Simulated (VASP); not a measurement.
# AgI (F-43m) in VASP: single point with PBE

Aim: the single point of AgI with PBE.

All numbers are computed with VASP 6.6.1; they aren't measurements. Logs are shortened: lines on timing, memory, paths and dates and some standing lists are left out, and cuts for length are marked.

### Step 1. The cell of the first run

Symmetry: F-43m, No. 216, cubic system. The conventional cell has a = 6.631 Å, b = 6.631 Å, c = 6.631 Å, α = 90.00°, β = 90.00°, γ = 90.00°. Within 3.8 Å of Ag (site symmetry -43m) lie 4 I at 2.87 Å. Within 3.8 Å of I (site symmetry -43m) lie 4 Ag at 2.87 Å.

### Step 2. Single point, PBE, non-collinear spin, zero start, spin-orbit coupling

The input, INCAR:

```
SYSTEM = AgI
  ALGO = Normal
  EDIFF = 1E-6
  ENCUT = 500
  GGA = PE
  GGA_COMPAT = .False.
  ISIF = 2
  ISMEAR = 0
  LASPH = .True.
  LCHARG = .True.
  LMAXMIX = 4
  LORBIT = 11
  LORBMOM = .True.
  LREAL = .False.
  LSORBIT = .True.
  LVHAR = .True.
  LWAVE = .False.
  MAGMOM = 0 0 0 0 0 0
  NBANDS = 30
  NELM = 200
  PREC = Accurate
  SIGMA = 0.02
```

The input, KPOINTS:

```
k-points
0
Gamma
  8 8 8
  0 0 0
```

The input, POSCAR:

```
AgI
1.0
    0.0000000000      3.3155353130      3.3155353130
    3.3155353130      0.0000000000      3.3155353130
    3.3155353130      3.3155353130      0.0000000000
Ag I
1 1
Direct
    0.0000000000      0.0000000000      0.0000000000
    0.2500000000      0.2500000000      0.2500000000
```

Potentials or basis: VASP PAW PBE potentials, release 64 (Ag, I).

Launch:

```sh
$ cat potpaw_PBE.64/Ag/POTCAR potpaw_PBE.64/I/POTCAR > POTCAR
$ mpirun -np 1 vasp_ncl > vasp.out
```

OUTCAR:

```text
SYSTEM = AgI
   EDIFF = 1E-6
   ENCUT = 500
   GGA = PE
   ISIF = 2
   ISMEAR = 0
   LASPH = .True.
   LORBIT = 11
   LREAL = .False.
   LSORBIT = .True.
   NELM = 200
   PREC = Accurate

 ion  position               nearest neighbor table
   1  0.000  0.000  0.000-   2 2.87   2 2.87   2 2.87   2 2.87
   2  0.250  0.250  0.250-   1 2.87   1 2.87   1 2.87   1 2.87

  LATTYP: Found a face centered cubic cell.
 ALAT       =     6.6310706260

  Lattice vectors:

 A1 = (   0.0000000000,   3.3155353130,   3.3155353130)
 A2 = (   3.3155353130,   0.0000000000,   3.3155353130)
 A3 = (   3.3155353130,   3.3155353130,   0.0000000000)

Analysis of symmetry for initial positions (statically):
=====================================================================
 Subroutine PRICEL returns:
 Original cell was already a primitive cell.

 Routine SETGRP: Setting up the symmetry group for a
 face centered cubic supercell.

 Subroutine GETGRP returns: Found 24 space group operations
 (whereof 24 operations were pure point group operations)
 out of a pool of 48 trial point group operations.

The static configuration has the point symmetry T_d .

Analysis of symmetry for dynamics (positions and initial velocities):
=====================================================================
 Subroutine PRICEL returns:
 Original cell was already a primitive cell.

 Routine SETGRP: Setting up the symmetry group for a
 face centered cubic supercell.

 Subroutine GETGRP returns: Found 24 space group operations
 (whereof 24 operations were pure point group operations)
 out of a pool of 48 trial point group operations.

The dynamic configuration has the point symmetry T_d .

Analysis of structural, dynamic, and magnetic symmetry:
=====================================================================
 Subroutine PRICEL returns:
 Original cell was already a primitive cell.

 Routine SETGRP: Setting up the symmetry group for a
 face centered cubic supercell.

 Subroutine GETGRP returns: Found 24 space group operations
 (whereof 24 operations were pure point group operations)
 out of a pool of 48 trial point group operations.

The overall configuration has the point symmetry T_d .

 Subroutine INISYM returns: Found 24 space group operations
 (whereof 24 operations are pure point group operations),
 and found     1 'primitive' translations

----------------------------------------------------------------------------------------

                                     Primitive cell

  volume of cell :      72.8939

  direct lattice vectors                    reciprocal lattice vectors
     0.000000000  3.315535313  3.315535313    -0.150805210  0.150805210  0.150805210
     3.315535313  0.000000000  3.315535313     0.150805210 -0.150805210  0.150805210
     3.315535313  3.315535313  0.000000000     0.150805210  0.150805210 -0.150805210

  length of vectors
     4.688875006  4.688875006  4.688875006     0.261202286  0.261202286  0.261202286

  position of ions in fractional coordinates (direct lattice)
     0.000000000  0.000000000  0.000000000
     0.250000000  0.250000000  0.250000000

  ion indices of the primitive-cell ions
   primitive index   ion index
                 1           1
                 2           2

----------------------------------------------------------------------------------------

 KPOINTS: k-points

Automatic generation of k-mesh.
 Grid dimensions read from file:
 generate k-points for:    8    8    8

 Generating k-lattice:

  Cartesian coordinates                     Fractional coordinates (reciprocal lattice)
    -0.018850651  0.018850651  0.018850651     0.125000000  0.000000000  0.000000000
     0.018850651 -0.018850651  0.018850651     0.000000000  0.125000000  0.000000000
     0.018850651  0.018850651 -0.018850651     0.000000000  0.000000000  0.125000000

  Length of vectors
     0.032650286  0.032650286  0.032650286

[... 95 lines left out ...]
 number of electron      18.0000004 magnetization      -0.0000000      0.0000000     -0.0000000

 Free energy of the ion-electron system (eV)
  ---------------------------------------------------
  ext. energy  EPLUGINS =         0.00000000
  ---------------------------------------------------
  free energy    TOTEN  =        -4.94557140 eV

  energy without entropy =       -4.94557140  energy(sigma->0) =       -4.94557140

 E-fermi :   2.8272     XC(G=0):  -8.1459

 val. band max:        2.6792734013   @ k =   0.0000   0.0000   0.0000
 cond. band min:       3.8004002842   @ k =   0.0000   0.0000   0.0000
 fundamental gap:      1.1211268829
 Fermi energy:         2.8271939548

 k-point     1 :       0.0000    0.0000    0.0000
  band No.  band energies     occupation
      1     -10.0108      1.00000
      2     -10.0108      1.00000
      3      -1.5248      1.00000
      4      -1.5248      1.00000
      5      -1.4334      1.00000
      6      -1.4334      1.00000
[... 781 lines left out ...]
     29      13.3337      0.00000
     30      13.3496      0.00000

 [... further k-points ...]

------------------------ aborting loop because EDIFF is reached ----------------------------------------

  FORCE on cell =-STRESS in cart. coord.  units (eV):
  Direction    XX          YY          ZZ          XY          YZ          ZX
  --------------------------------------------------------------------------------------
  -------------------------------------------------------------------------------------
  Total       -0.0257956     -0.0257956     -0.0257956      0.0000000      0.0000000      0.0000000
  in kB       -0.5669762     -0.5669762     -0.5669762      0.0000000      0.0000000      0.0000000
  external PRESSURE =      -0.5669762 kB  Pullay stress =       0.0000000 kB

 VOLUME and BASIS-vectors are now :
 -----------------------------------------------------------------------------
  energy-cutoff  :      500.00
  volume of cell :       72.89
      direct lattice vectors                 reciprocal lattice vectors
     0.000000000  3.315535313  3.315535313    -0.150805210  0.150805210  0.150805210
     3.315535313  0.000000000  3.315535313     0.150805210 -0.150805210  0.150805210
     3.315535313  3.315535313  0.000000000     0.150805210  0.150805210 -0.150805210

 POSITION                                       TOTAL-FORCE (eV/Angst)
 -----------------------------------------------------------------------------------
      0.00000      0.00000      0.00000         0.000000      0.000000      0.000000
      1.65777      1.65777      1.65777        -0.000000     -0.000000     -0.000000
 -----------------------------------------------------------------------------------
    total drift:                                0.000000      0.000000      0.000000

  FREE ENERGIE OF THE ION-ELECTRON SYSTEM (eV)
  ---------------------------------------------------
  free  energy   TOTEN  =        -4.9455714031 eV

  energy  without entropy=       -4.9455714031  energy(sigma->0) =       -4.94557140

 orbital moment (x)

 # of ion     p       d       tot
 ----------------------------------------
  1         0.000  -0.000  -0.000
  2        -0.000  -0.000  -0.000
 ----------------------------------------
           -0.000  -0.000  -0.000

 orbital moment (y)

 # of ion     p       d       tot
 ----------------------------------------
  1        -0.000  -0.000  -0.000
  2        -0.000  -0.000  -0.000
 ----------------------------------------
           -0.000  -0.000  -0.000

 orbital moment (z)

 # of ion     p       d       tot
 ----------------------------------------
  1        -0.000  -0.000  -0.000
  2         0.000   0.000   0.000
 ----------------------------------------
           -0.000  -0.000  -0.000

 Spin-Orbit-Coupling matrix elements

 Ion:    1  E_soc:     -0.0445683
 l=   1
     0.0000000    -0.0017629    -0.0017629
    -0.0017629     0.0000000    -0.0017629
    -0.0017629    -0.0017629     0.0000000
 l=   2
     0.0000000    -0.0011614     0.0000000    -0.0011614    -0.0045038
    -0.0011614     0.0000000    -0.0033778    -0.0011614    -0.0011259
     0.0000000    -0.0033778     0.0000000    -0.0033778     0.0000000
    -0.0011614    -0.0011614    -0.0033778     0.0000000    -0.0011259
    -0.0045038    -0.0011259     0.0000000    -0.0011259     0.0000000
 l=   3
     0.0000000     0.0000000     0.0000000     0.0000000     0.0000000     0.0000000     0.0000000
     0.0000000     0.0000000     0.0000000     0.0000000     0.0000000     0.0000000     0.0000000
     0.0000000     0.0000000     0.0000000     0.0000000     0.0000000     0.0000000     0.0000000
     0.0000000     0.0000000     0.0000000     0.0000000     0.0000000     0.0000000     0.0000000
     0.0000000     0.0000000     0.0000000     0.0000000     0.0000000     0.0000000     0.0000000
     0.0000000     0.0000000     0.0000000     0.0000000     0.0000000     0.0000000     0.0000000
     0.0000000     0.0000000     0.0000000     0.0000000     0.0000000     0.0000000     0.0000000

 Ion:    2  E_soc:     -0.2652026
 l=   1
     0.0000000    -0.0441062    -0.0441062
    -0.0441062     0.0000000    -0.0441062
    -0.0441062    -0.0441062     0.0000000
 l=   2
     0.0000000    -0.0000335     0.0000000    -0.0000335    -0.0000607
    -0.0000335     0.0000000    -0.0000455    -0.0000335    -0.0000152
     0.0000000    -0.0000455     0.0000000    -0.0000455     0.0000000
    -0.0000335    -0.0000335    -0.0000455     0.0000000    -0.0000152
    -0.0000607    -0.0000152     0.0000000    -0.0000152     0.0000000
 l=   3
     0.0000000     0.0000000     0.0000000     0.0000000     0.0000000     0.0000000     0.0000000
     0.0000000     0.0000000     0.0000000     0.0000000     0.0000000     0.0000000     0.0000000
     0.0000000     0.0000000     0.0000000     0.0000000     0.0000000     0.0000000     0.0000000
     0.0000000     0.0000000     0.0000000     0.0000000     0.0000000     0.0000000     0.0000000
     0.0000000     0.0000000     0.0000000     0.0000000     0.0000000     0.0000000     0.0000000
     0.0000000     0.0000000     0.0000000     0.0000000     0.0000000     0.0000000     0.0000000
     0.0000000     0.0000000     0.0000000     0.0000000     0.0000000     0.0000000     0.0000000

 total charge

# of ion       s       p       d       tot
------------------------------------------
    1        0.288   0.195   9.301   9.784
    2        1.500   2.748   0.029   4.277
--------------------------------------------------
tot          1.787   2.943   9.330  14.060

 magnetization (x)

# of ion       s       p       d       tot
------------------------------------------
    1        0.000   0.000   0.000   0.000
    2        0.000  -0.000  -0.000  -0.000
--------------------------------------------------
tot          0.000   0.000   0.000   0.000

 magnetization (y)

# of ion       s       p       d       tot
------------------------------------------
    1        0.000   0.000   0.000   0.000
    2        0.000   0.000  -0.000   0.000
--------------------------------------------------
tot          0.000   0.000  -0.000   0.000

 magnetization (z)

# of ion       s       p       d       tot
------------------------------------------
    1       -0.000   0.000   0.000  -0.000
    2        0.000   0.000  -0.000   0.000
--------------------------------------------------
tot         -0.000   0.000   0.000  -0.000
```

Wall time 2.9 min (1 thread of Oxide Virtual Turin-like, shared host); peak memory 0.42 GiB.

Results:

```yaml
Free_energy: -4.9456 eV
Pressure: -0.1 GPa
Net_moment: 0.00 μB per cell
Valence_electrons_inside_the_program's_atomic_spheres: Ag 9.78; I 4.28
```

Moments on the atoms (μB; x, y, z):
```
Ag  0.00 0.00 0.00
I   0.00 0.00 0.00
```
